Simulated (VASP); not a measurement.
MgB2:

```
CELL_PARAMETERS angstrom
3.17774 -0.08817 0.00124
-1.66523 2.82282 0.03684
0.00141 0.04939 3.50411
ATOMIC_POSITIONS crystal
Mg 0.97274 0.01354 0.99228
B 0.33458 0.66536 0.49370
B 0.66483 0.34545 0.50053
```

| Quantity | Value |
| --- | --- |
| Program | VASP 6.6.1 |
| Task | relaxation of cell and atoms |
| Functional | r2SCAN |
| Potentials or basis | VASP PAW PBE potentials, release 64 (Mg, B) |
| Cutoff | 600 eV |
| k mesh | 7 × 6 × 5, shifted |
| Occupations | fermi-dirac, width 0.1 eV |
| Spin | no spin polarisation |

At the start: pressure -11.5 GPa; volume 10.30 Å³/atom.

Q: Where does the relaxation end?

A: Over 8 steps the energy falls by 78.9 meV/atom and the volume is 9.53 Å³/atom (-7.5 %); space group P1 (No. 1, to 0.1 Å) before, P6/mmm (No. 191, to 0.1 Å).

The path:
```csv
step,energy change (eV),largest force (eV/Å),pressure (GPa),volume (Å³)
1,0.0000,0.5477,-11.53,30.91
2,-0.1917,0.4695,6.61,27.65
3,-0.2109,0.4745,1.81,28.34
4,-0.2297,0.2396,0.35,28.56
5,-0.2316,0.1794,-0.22,28.66
6,-0.2356,0.1069,-0.19,28.64
7,-0.2361,0.0906,-0.16,28.63
8,-0.2367,0.0226,0.00,28.58
```

Final structure:
```cif
data_structure
_symmetry_space_group_name_H-M 'P 1'
_symmetry_Int_Tables_number 1
_cell_length_a 3.0652
_cell_length_b 3.0654
_cell_length_c 3.5095
_cell_angle_alpha 90.073
_cell_angle_beta 90.006
_cell_angle_gamma 119.908
_cell_volume 28.58
loop_
_atom_site_label
_atom_site_type_symbol
_atom_site_fract_x
_atom_site_fract_y
_atom_site_fract_z
_atom_site_occupancy
Mg1 Mg 0.99047 0.00803 0.99572 1
B1 B 0.32126 0.67393 0.49531 1
B2 B 0.66043 0.34239 0.49547 1
```

Caveat: the PAW data sets were made with another functional, which shifts forces and pressure a little.
